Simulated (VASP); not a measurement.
Here is a VASP 6.6.1 calculation.

File INCAR:

```
PREC = Accurate
ENCUT = 520
EDIFF = 1E-6
ISMEAR = 0
SIGMA = 0.15
LREAL = False
LASPH = True
NELM = 80
ALGO = Fast
ISIF = 2
LWAVE = False
LCHARG = False
GGA = PS
NBANDS = 18
```

KPOINTS

```
regular mesh
0
Gamma
  18 18 18
```

File POSCAR:

```
TiAl3
1.0
   -1.9077740733      1.9077740733      4.2769968076
    1.9077740733     -1.9077740733      4.2769968076
    1.9077740733      1.9077740733     -4.2769968076
Ti Al
1 3
Direct
    0.0000000000      0.0000000000      0.0000000000
    0.4941547770      0.4941547770      0.0000000000
    0.7500000000      0.2500000000      0.5000000000
    0.2500000000      0.7500000000      0.5000000000
```

Potentials or basis: VASP PAW PBE potentials, release 64 (Ti_sv, Al).

Launch:

```console
$ cat potpaw_PBE.64/Ti_sv/POTCAR potpaw_PBE.64/Al/POTCAR > POTCAR
$ mpirun -np 1 vasp_std > vasp.out
```

Question: What does it give for the band gap on the k mesh?

Answer: Zero (an odd number of electrons rules out a gap without spin polarisation).

Question: What does it give for the largest force?

Answer: 0.211 eV/Å.

Question: What does it give for the pressure?

Answer: 0.1 GPa.

Stress tensor (GPa, compression positive):
```
0.18 0.00 0.00
0.00 0.18 0.00
0.00 0.00 0.07
```

Caveat: the cell differs from its parent crystal (atom 2 (Al) moved -0.050 Å along Cartesian [0 0 1]); the PAW data sets were made with another functional, which shifts forces and pressure a little.
